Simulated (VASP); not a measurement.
# Ga3As2P (P6_3mc) in VASP: single point with PBE

Aim: the single point of Ga3As2P with PBE.

All numbers are computed with VASP 6.6.1; they aren't measurements. Logs are shortened: lines on timing, memory, paths and dates and some standing lists are left out, and cuts for length are marked.

## 1. The cell of the first run

The structure is hexagonal, space group P6_3mc (No. 186). The conventional cell has a = 3.992 Å, b = 3.992 Å, c = 19.752 Å, α = 90.00°, β = 90.00°, γ = 120.00°. Ga (site symmetry 3m) has 4 As at 2.46 to 2.49 Å within 3.2 Å. Ga (site symmetry 3m) has 3 P at 2.43 Å and 1 As at 2.49 Å within 3.2 Å. Within 3.2 Å of Ga (site symmetry 3m) lie 1 P at 2.40 Å and 3 As at 2.46 Å. P (site symmetry 3m) has 4 Ga at 2.40 to 2.43 Å within 3.2 Å. As (site symmetry 3m) has 4 Ga at 2.46 to 2.49 Å within 3.3 Å. Within 3.2 Å of As (site symmetry 3m) lie 4 Ga at 2.46 to 2.49 Å.

## 2. Single point, PBE

The input, INCAR:

```
PREC = Accurate
ENCUT = 520
EDIFF = 1E-6
ISMEAR = 0
SIGMA = 0.02
LREAL = False
LASPH = True
NELM = 100
ALGO = Normal
ISIF = 2
LWAVE = False
LCHARG = True
GGA = PE
LELF = True
LVHAR = True
NBANDS = 66
```

The input, KPOINTS:

```
regular mesh
0
Gamma
  12 12 2
```

The input, POSCAR:

```
Ga3As2P
1.0
    3.9919828983      0.0000000289      0.0000000000
   -1.9959914742      3.4571585870      0.0000000000
    0.0000000000      0.0000000000     19.7518597000
Ga P As
6 2 4
Direct
    0.6666666667      0.3333333333      0.1667140000
    0.6666666667      0.3333333333      0.4967230000
    0.6666666667      0.3333333333      0.8366780000
    0.3333333333      0.6666666667      0.9967230000
    0.3333333333      0.6666666667      0.3366780000
    0.3333333333      0.6666666667      0.6667140000
    0.6666666667      0.3333333333      0.9581190000
    0.3333333333      0.6666666667      0.4581190000
    0.6666666667      0.3333333333      0.2927280000
    0.6666666667      0.3333333333      0.6230380000
    0.3333333333      0.6666666667      0.1230380000
    0.3333333333      0.6666666667      0.7927280000
```

Potentials or basis: VASP PAW PBE potentials, release 64 (Ga_d, P, As).

On the command line:

```console
> cat potpaw_PBE.64/Ga_d/POTCAR potpaw_PBE.64/P/POTCAR potpaw_PBE.64/As/POTCAR > POTCAR
> mpirun -np 1 vasp_std > vasp.out
```

OUTCAR:

```text
PREC = Accurate
   ENCUT = 520
   EDIFF = 1E-6
   ISMEAR = 0
   LREAL = False
   LASPH = True
   NELM = 100
   ISIF = 2
   GGA = PE

 ion  position               nearest neighbor table
   1  0.667  0.333  0.167-  11 2.46  11 2.46  11 2.46   9 2.49
   2  0.667  0.333  0.497-   8 2.43   8 2.43   8 2.43  10 2.49
   3  0.667  0.333  0.837-   7 2.40  12 2.46  12 2.46  12 2.46
   4  0.333  0.667  0.997-   7 2.43   7 2.43   7 2.43  11 2.49
   5  0.333  0.667  0.337-   8 2.40   9 2.46   9 2.46   9 2.46
   6  0.333  0.667  0.667-  10 2.46  10 2.46  10 2.46  12 2.49
   7  0.667  0.333  0.958-   3 2.40   4 2.43   4 2.43   4 2.43
   8  0.333  0.667  0.458-   5 2.40   2 2.43   2 2.43   2 2.43
   9  0.667  0.333  0.293-   5 2.46   5 2.46   5 2.46   1 2.49
  10  0.667  0.333  0.623-   6 2.46   6 2.46   6 2.46   2 2.49
  11  0.333  0.667  0.123-   1 2.46   1 2.46   1 2.46   4 2.49
  12  0.333  0.667  0.793-   3 2.46   3 2.46   3 2.46   6 2.49

  LATTYP: Found a hexagonal cell.
 ALAT       =     3.9919828983
 C/A-ratio  =     4.9478818430

  Lattice vectors:

 A1 = (   3.9919828983,   0.0000000289,   0.0000000000)
 A2 = (  -1.9959914742,   3.4571585870,   0.0000000000)
 A3 = (   0.0000000000,   0.0000000000,  19.7518597000)

Analysis of symmetry for initial positions (statically):
=====================================================================
 Subroutine PRICEL returns:
 Original cell was already a primitive cell.

 Routine SETGRP: Setting up the symmetry group for a
 hexagonal supercell.

 Subroutine GETGRP returns: Found 12 space group operations
 (whereof  6 operations were pure point group operations)
 out of a pool of 24 trial point group operations.

The static configuration has the point symmetry C_3v.
 The point group associated with its full space group is C_6v.

Analysis of symmetry for dynamics (positions and initial velocities):
=====================================================================
 Subroutine PRICEL returns:
 Original cell was already a primitive cell.

 Routine SETGRP: Setting up the symmetry group for a
 hexagonal supercell.

 Subroutine GETGRP returns: Found 12 space group operations
 (whereof  6 operations were pure point group operations)
 out of a pool of 24 trial point group operations.

The dynamic configuration has the point symmetry C_3v.
 The point group associated with its full space group is C_6v.

 Subroutine INISYM returns: Found 12 space group operations
 (whereof  6 operations are pure point group operations),
 and found     1 'primitive' translations

----------------------------------------------------------------------------------------

                                     Primitive cell

  volume of cell :     272.5938

  direct lattice vectors                    reciprocal lattice vectors
     3.991982898  0.000000029  0.000000000     0.250502074  0.144627442  0.000000000
    -1.995991474  3.457158587  0.000000000    -0.000000002  0.289254881  0.000000000
     0.000000000  0.000000000 19.751859700     0.000000000  0.000000000  0.050628144

  length of vectors
     3.991982898  3.991982898 19.751859700     0.289254881  0.289254881  0.050628144

  position of ions in fractional coordinates (direct lattice)
     0.666666667  0.333333333  0.166714000
     0.666666667  0.333333333  0.496723000
     0.666666667  0.333333333  0.836678000
     0.333333333  0.666666667  0.996723000
     0.333333333  0.666666667  0.336678000
     0.333333333  0.666666667  0.666714000
     0.666666667  0.333333333  0.958119000
     0.333333333  0.666666667  0.458119000
     0.666666667  0.333333333  0.292728000
     0.666666667  0.333333333  0.623038000
     0.333333333  0.666666667  0.123038000
     0.333333333  0.666666667  0.792728000

  ion indices of the primitive-cell ions
   primitive index   ion index
                 1           1
                 2           2
                 3           3
                 4           4
                 5           5
                 6           6
                 7           7
                 8           8
                 9           9
                10          10
                11          11
                12          12

----------------------------------------------------------------------------------------

 KPOINTS: regular mesh

Automatic generation of k-mesh.
 Grid dimensions read from file:
 generate k-points for:   12   12    2

 Generating k-lattice:

  Cartesian coordinates                     Fractional coordinates (reciprocal lattice)
     0.020875173  0.012052287  0.000000000     0.083333333 -0.000000000  0.000000000
    -0.000000000  0.024104573  0.000000000     0.000000000  0.083333333  0.000000000
     0.000000000  0.000000000  0.025314072     0.000000000  0.000000000  0.500000000

  Length of vectors
     0.024104573  0.024104573  0.025314072

  Shift w.r.t. Gamma in fractional coordinates (k-lattice)
     0.000000000  0.000000000  0.000000000

 Subroutine IBZKPT returns following result:
 ===========================================

 Found     38 irreducible k-points:

 Following reciprocal coordinates:
            Coordinates               Weight
  0.000000  0.000000  0.000000      1.000000
  0.083333  0.000000  0.000000      6.000000
  0.166667  0.000000  0.000000      6.000000
  0.250000  0.000000  0.000000      6.000000
  0.333333  0.000000  0.000000      6.000000
  0.416667  0.000000  0.000000      6.000000
[... 16 lines left out ...]
  0.250000  0.000000  0.500000      6.000000
  0.333333  0.000000  0.500000      6.000000
 [... further k-points ...]
   k-points           NKPTS =     38   k-points in BZ     NKDIM =     38   number of bands    NBANDS=     66
   number of dos      NEDOS =    301   number of ions     NIONS =     12
   total plane-waves  NPLWV = 135000
   dimension x,y,z NGX =    30 NGY =   30 NGZ =  150
   dimension x,y,z NGXF=    60 NGYF=   60 NGZF=  300
   ions per type =               6   2   4
   NGX,Y,Z   is equivalent  to a cutoff of  12.49, 12.49, 12.63 a.u.
   NGXF,Y,Z  is equivalent  to a cutoff of  24.99, 24.99, 25.25 a.u.
 SYSTEM =  unknown system
   PREC   = accura    normal or accurate (medium, high low for compatibility)
   ISTART =      0    job   : 0-new  1-cont  2-samecut
   ICHARG =      2    charge: 1-file 2-atom 10-const
   ISPIN  =      1    spin polarized calculation?
   LNONCOLLINEAR =      F non collinear calculations
   LSORBIT =      F    spin-orbit coupling
   LASPH  =      T    aspherical Exc in radial PAW
   ENCUT  =  520.0 eV  38.22 Ry    6.18 a.u.   7.42  7.42 36.73*2*pi/ulx,y,z
   NELM   =    100;   NELMIN=  2; NELMDL= -5     # of ELM steps
   EDIFF  = 0.1E-05   stopping-criterion for ELM
   LREAL  =      F    real-space projection
   EDIFFG = 0.1E-04   stopping-criterion for IOM
   NSW    =      0    number of steps for IOM
   IBRION =     -1    ionic relax: 0-MD 1-quasi-New 2-CG
   NFREE  =      0    steps in history (QN), initial steepest desc. (CG)
   ISIF   =      2    stress and relaxation
   ISYM   =      2    0-nonsym 1-usesym 2-fastsym
   POTIM  = 0.5000    time-step for ionic-motion
   TEBEG  =    0.0;   TEEND  =   0.0 temperature during run
   PSTRESS=    0.0 pullay stress
   NELECT =     108.0000    total number of electrons
   NUPDOWN=      -1.0000    fix difference up-down
   EMIN   =  10.00;   EMAX   =-10.00  energy-range for DOS
   EFERMI =   0.00;   METHOD = LEGACY
   ISMEAR =     0;   SIGMA  =   0.02  broadening in eV -4-tet -1-fermi 0-gaus
   EFERMI_NEDOS =   21; number of points for ismear=-14 and -15
   IALGO  =     38    algorithm
   IMIX   =      4    mixing-type and parameters
     AMIX     =   0.40;   BMIX     =  1.00
     AMIX_MAG =   1.60;   BMIX_MAG =  1.00
  volume/ion in A,a.u.               =      22.72       153.30
  Fermi-wavevector in a.u.,A,eV,Ry     =   1.202387  2.272181 19.670396  1.445733
  Thomas-Fermi vector in A             =   2.338169
   LORBIT       =      0    0 simple, 1 ext, 2 COOP (PROOUT), +10 PAW based schemes
   GGA     = PE    functional components
   LHFCALC =     F    Hartree Fock is set to
   AEXX    =    0.0000 exact exchange contribution
   IVDW    =     0    specifies the selected vdW correction
   LEPSILON=     F    determine dielectric tensor
   LRPA    =     F    only Hartree local field effects (RPA)
 non-spin polarized calculation
 Gauss-broadening in eV      SIGMA  =   0.02
  energy-cutoff  :      520.00
  volume of cell :      272.59
 maximum number of plane-waves:      7383
 NGX is ok and might be reduce to    30
   NGX = 15   NGY = 15   NGZ = 73

 number of electron     107.9999893 magnetization

 Free energy of the ion-electron system (eV)
  ---------------------------------------------------
  ext. energy  EPLUGINS =         0.00000000
  ---------------------------------------------------
  free energy    TOTEN  =       -51.11065653 eV

  energy without entropy =      -51.11065653  energy(sigma->0) =      -51.11065653

 E-fermi :   4.0583     XC(G=0):  -9.4772

 val. band max:        3.9333012788   @ k =   0.0000   0.0000   0.0000
 cond. band min:       4.4653377273   @ k =   0.0000   0.0000   0.0000
 fundamental gap:      0.5320364484
 Fermi energy:         4.0583073831

 k-point     1 :       0.0000    0.0000    0.0000
  band No.  band energies     occupation
      1     -11.0413      2.00000
      2     -11.0407      2.00000
      3     -10.9909      2.00000
      4     -10.9909      2.00000
      5     -10.9909      2.00000
      6     -10.9909      2.00000
[... 58 lines left out ...]
     65       7.7846      0.00000
     66       8.0055      0.00000

 k-point     2 :       0.0833    0.0000    0.0000
  band No.  band energies     occupation
      1     -11.0416      2.00000
      2     -11.0411      2.00000
      3     -10.9932      2.00000
      4     -10.9932      2.00000
      5     -10.9892      2.00000
      6     -10.9891      2.00000
[... 1576 lines left out ...]
     65       8.6894      0.00000
     66       8.6953      0.00000

 [... further k-points ...]

------------------------ aborting loop because EDIFF is reached ----------------------------------------

  FORCE on cell =-STRESS in cart. coord.  units (eV):
  Direction    XX          YY          ZZ          XY          YZ          ZX
  --------------------------------------------------------------------------------------
  -------------------------------------------------------------------------------------
  Total        0.1948115      0.1948115      0.1781505     -0.0000000      0.0000000      0.0000000
  in kB        1.1450096      1.1450096      1.0470845     -0.0000000      0.0000000      0.0000000
  external PRESSURE =       1.1123679 kB  Pullay stress =       0.0000000 kB

 VOLUME and BASIS-vectors are now :
 -----------------------------------------------------------------------------
  energy-cutoff  :      520.00
  volume of cell :      272.59
      direct lattice vectors                 reciprocal lattice vectors
     3.991982898  0.000000029  0.000000000     0.250502074  0.144627442  0.000000000
    -1.995991474  3.457158587  0.000000000    -0.000000002  0.289254881  0.000000000
     0.000000000  0.000000000 19.751859700     0.000000000  0.000000000  0.050628144

 POSITION                                       TOTAL-FORCE (eV/Angst)
 -----------------------------------------------------------------------------------
      1.99599      1.15239      3.29291        -0.000000      0.000000     -0.003666
      1.99599      1.15239      9.81120         0.000000     -0.000000     -0.013436
      1.99599      1.15239     16.52595         0.000000      0.000000      0.010182
     -0.00000      2.30477     19.68713        -0.000000      0.000000     -0.013436
     -0.00000      2.30477      6.65002         0.000000      0.000000      0.010182
     -0.00000      2.30477     13.16884         0.000000     -0.000000     -0.003666
      1.99599      1.15239     18.92463         0.000000      0.000000      0.001082
     -0.00000      2.30477      9.04870         0.000000      0.000000      0.001082
      1.99599      1.15239      5.78192        -0.000000      0.000000      0.002856
      1.99599      1.15239     12.30616        -0.000000      0.000000      0.002982
     -0.00000      2.30477      2.43023        -0.000000      0.000000      0.002982
     -0.00000      2.30477     15.65785        -0.000000     -0.000000      0.002856
 -----------------------------------------------------------------------------------
    total drift:                               -0.000000     -0.000001      0.000179

  FREE ENERGIE OF THE ION-ELECTRON SYSTEM (eV)
  ---------------------------------------------------
  free  energy   TOTEN  =       -51.1106565291 eV

  energy  without entropy=      -51.1106565291  energy(sigma->0) =      -51.11065653
```

Wall time 25 min (1 thread of Oxide Virtual Turin-like, shared host); peak memory 0.65 GiB.

What came out:

```yaml
Free_energy: -51.1107 eV
Pressure: 0.1 GPa
Largest_force: 0.013 eV/Å
Band_gap_on_the_k_mesh: 0.53 eV
```

Forces in eV/Å, atoms in the order of the input:
```
Ga   0.000  0.000 -0.004
Ga   0.000  0.000 -0.013
Ga   0.000  0.000  0.010
Ga   0.000  0.000 -0.013
Ga   0.000  0.000  0.010
Ga   0.000  0.000 -0.004
P    0.000  0.000  0.001
P    0.000  0.000  0.001
As   0.000  0.000  0.003
As   0.000  0.000  0.003
As   0.000  0.000  0.003
As   0.000  0.000  0.003
```

Levels at points of the mesh, in eV from the valence-band top:
| k point | band 51 | band 52 | band 53 | band 54 | band 55 | band 56 | band 57 | band 58 |
| --- | --- | --- | --- | --- | --- | --- | --- | --- |
| (0.00, 0.00, 0.00) | -0.23 | -0.23 | 0.00 | 0.00 | 0.53 | 0.71 | 0.93 | 1.28 |
| (0.50, 0.00, 0.00) | -1.78 | -1.73 | -1.55 | -1.19 | 1.05 | 1.16 | 1.37 | 1.39 |
| (0.00, 0.00, 0.50) | -0.09 | -0.09 | -0.09 | -0.09 | 0.78 | 0.78 | 1.40 | 1.40 |
| (0.50, 0.00, 0.50) | -2.04 | -2.04 | -1.32 | -1.32 | 1.25 | 1.25 | 1.44 | 1.44 |

Caveat: semilocal functionals underestimate gaps, and a narrow one can read as zero.
